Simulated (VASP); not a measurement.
A run of VASP 6.6.1 is set up as follows.

INCAR

```
SYSTEM = PbS
PREC = Accurate
ENCUT = 520
EDIFF = 1E-6
ISMEAR = 0
SIGMA = 0.1
LREAL = .False.
LASPH = .True.
NELM = 100
ALGO = Normal
ISIF = 2
LWAVE = .False.
LCHARG = .False.
GGA = PE
NBANDS = 50
```

Contents of KPOINTS:

```
regular mesh
0
Gamma
  4 2 2
  0 0 0
```

The input POSCAR:

```
PbS
1.0
   -2.8347301487      5.1551570903     -0.7215021303
    1.0776575198     -0.3519601933      6.6536529229
    5.2281363148      3.1693721740      1.1619158354
Pb S
4 4
Direct
    0.4293028293      0.2629302137      0.2916991165
    0.9295983082      0.2631557973      0.7915679482
    0.0703311102      0.7369387006      0.2083413409
    0.5706764214      0.7369916010      0.7083814347
   -0.0517068797      0.3108282041      0.3149792720
    0.4469804426      0.3108496420      0.8150307498
    0.5530228770      0.6890378012      0.1851272649
    1.0517948909      0.6892680404      0.6848728730
```

Potentials or basis: VASP PAW PBE potentials, release 64 (Pb_d, S).

Command:

```sh
$ cat potpaw_PBE.64/Pb_d/POTCAR potpaw_PBE.64/S/POTCAR > POTCAR
$ mpirun -np 1 vasp_std > vasp.out
```

(1) Estimate the pressure.

(2) Predict the band gap on the k mesh.

(3) Predict the largest force.

## Answers

(1) 0.1 GPa.

(2) 1.25 eV.

(3) 0.015 eV/Å.

Caveat: the k points lie up to 0.53 Å⁻¹ apart; spin-orbit coupling is left out, which moves the levels of the heavy elements.
